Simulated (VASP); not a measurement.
# PbO2: relaxation of cell and atoms with PBEsol

Crystal: PbO2.

```xyz
6
Lattice="4.8888 0.0000 0.0000 0.0000 4.8888 0.0000 0.0000 0.0000 3.3671" Properties=species:S:1:pos:R:3 pbc="T T T"
Pb    0.0000    0.0000    0.0000
Pb    2.4444    2.4444    1.6835
O     1.5023    1.5023    0.0000
O     0.9421    3.9467    1.6835
O     3.3865    3.3865    0.0000
O     3.9467    0.9421    1.6835
```

```yaml
Program: VASP 6.6.1
Task: relaxation of cell and atoms
Functional: PBEsol
Potentials_or_basis: VASP PAW PBE potentials, release 64 (Pb_d, O)
Cutoff: 600 eV
k_mesh: 8 × 8 × 10
Occupations: gaussian, width 0.1 eV
Spin: no spin polarisation
Target_pressure: 8 GPa
Dipole_correction: no
Further_INCAR_settings: ALGO = Normal; EDIFF = 1e-06; IBRION = 2; EDIFFG = -0.008; NSW = 70; ISIF = 3
```

* Relaxed volume: 13.46 Å³/atom
* Relaxed cell: a = 4.872 Å, b = 4.872 Å, c = 3.403 Å, α = 90.00°, β = 90.00°, γ = 90.00°
* Space group after relaxing (to 0.1 Å): P4_2/mnm (No. 136)
* Energy change on relaxing (the run minimises the enthalpy): -3.4 meV/atom
* Ionic steps: 8
* Pressure after relaxing: 7.9 GPa
* Band gap on the k mesh: 0.02 eV (least direct gap 0.09 eV)

Forces in eV/Å, atoms in the order of the input:
```
Pb   0.000  0.000  0.000
Pb   0.000  0.000  0.000
O    0.001  0.001  0.000
O   -0.001  0.001  0.000
O   -0.001 -0.001  0.000
O    0.001 -0.001  0.000
```

Step by step:
| step | energy change (eV) | largest force (eV/Å) | pressure (GPa) | volume (Å³) |
| --- | --- | --- | --- | --- |
| 1 | 0.0000 | 0.0861 | 9.13 | 80.47 |
| 2 | -0.0559 | 0.0414 | 6.39 | 81.57 |
| 3 | -0.0330 | 0.0158 | 7.63 | 81.06 |
| 4 | -0.0248 | 0.0163 | 7.87 | 80.87 |
| 5 | -0.0176 | 0.0419 | 8.09 | 80.72 |
| 6 | -0.0185 | 0.0385 | 8.06 | 80.74 |
| 7 | -0.0198 | 0.0155 | 8.00 | 80.76 |
| 8 | -0.0204 | 0.0021 | 7.95 | 80.77 |

Final structure:
```cif
data_structure
_symmetry_space_group_name_H-M 'P 1'
_symmetry_Int_Tables_number 1
_cell_length_a 4.8721
_cell_length_b 4.8721
_cell_length_c 3.4027
_cell_angle_alpha 90.000
_cell_angle_beta 90.000
_cell_angle_gamma 90.000
_cell_volume 80.77
loop_
_atom_site_label
_atom_site_type_symbol
_atom_site_fract_x
_atom_site_fract_y
_atom_site_fract_z
_atom_site_occupancy
Pb1 Pb 0.00000 0.00000 0.00000 1
Pb2 Pb 0.50000 0.50000 0.50000 1
O1 O 0.30705 0.30705 0.00000 1
O2 O 0.19295 0.80705 0.50000 1
O3 O 0.69295 0.69295 0.00000 1
O4 O 0.80705 0.19295 0.50000 1
```

Levels at points of the mesh, in eV from the valence-band top:
```
           k point  band 23  band 24  band 25  band 26  band 27  band 28  band 29  band 30
(0.00, 0.00, 0.00)    -0.63    -0.62    -0.59    -0.59     0.07     4.52     5.82     5.82
(0.50, 0.00, 0.00)    -0.65    -0.65    -0.39    -0.39     2.80     2.80     6.45     6.45
(0.50, 0.50, 0.00)    -0.66    -0.66    -0.48    -0.48     3.17     3.17     6.87     6.87
(0.00, 0.00, 0.50)    -1.24    -1.24    -0.85    -0.85     4.11     4.11     9.12     9.12
(0.50, 0.00, 0.50)    -0.85    -0.85    -0.09    -0.09     4.48     4.48     7.61     7.61
(0.50, 0.50, 0.50)    -0.71    -0.71    -0.54    -0.54     3.11     3.11     8.41     8.41
```

Wall time 14 min on 1 thread of Intel(R) Xeon(R) Platinum 8488C (Sapphire Rapids), with other jobs on the host, peak memory 0.36 GiB.

Caveat: the cell is relaxed towards a set pressure, so the run minimises the enthalpy, not the energy; the smearing spreads over this small gap; the PAW data sets were made with another functional, which shifts forces and pressure a little; spin-orbit coupling is left out, which moves the levels of the heavy elements. A k mesh can miss the band edges.
